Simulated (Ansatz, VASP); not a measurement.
## Zn3SbSe4 in VASP and in Ansatz

```
Zn Sb Se
1.0
     0.00000    5.71318    0.00000
     5.71318    0.00000    0.00000
     2.85659    2.85659   -5.69209
Zn Sb Se
3 1 4
Direct
  0.50000 0.50000 0.00000
  0.75000 0.25000 0.50000
  0.25000 0.75000 0.50000
  0.00000 0.00000 0.00000
  0.61081 0.61081 0.26258
  0.38919 0.87339 0.73742
  0.12661 0.12661 0.26258
  0.87339 0.38919 0.73742
```

Alike in both runs: task single point; functional r2SCAN; k mesh 4 × 4 × 4; no spin polarisation.

|  | VASP | Ansatz |
| --- | --- | --- |
| version | VASP 6.6.1 | Ansatz 0.2.0 |
| potentials or method | VASP PAW PBE potentials, release 64 (Zn, Sb, Se), cutoff 520 eV | PAW plane waves |
| occupations | methfessel-paxton of order 1, width 0.01 eV | cold, width 0.01 eV |
| valence electrons in the cell | 65 | 115 |

VASP gave:

```
gap on the k mesh at the Fermi level (eV) : none
pressure (GPa)                            : 9.6
rms of the force components (eV/Å)        : 0.911
```

Question: Which values does Ansatz return?

Answer: gap on the k mesh at the Fermi level (eV): none; pressure (GPa): 9.5; rms of the force components (eV/Å): 0.904.

VASP's potentials were made for PBE, not for r2SCAN. A gap of «none» marks a metal or a gap that the smearing closes. VASP's potentials hold 65 valence electrons a cell and Ansatz's 115, so a difference there can come from the potentials and not from the codes.

Neither program's run includes spin-orbit coupling.
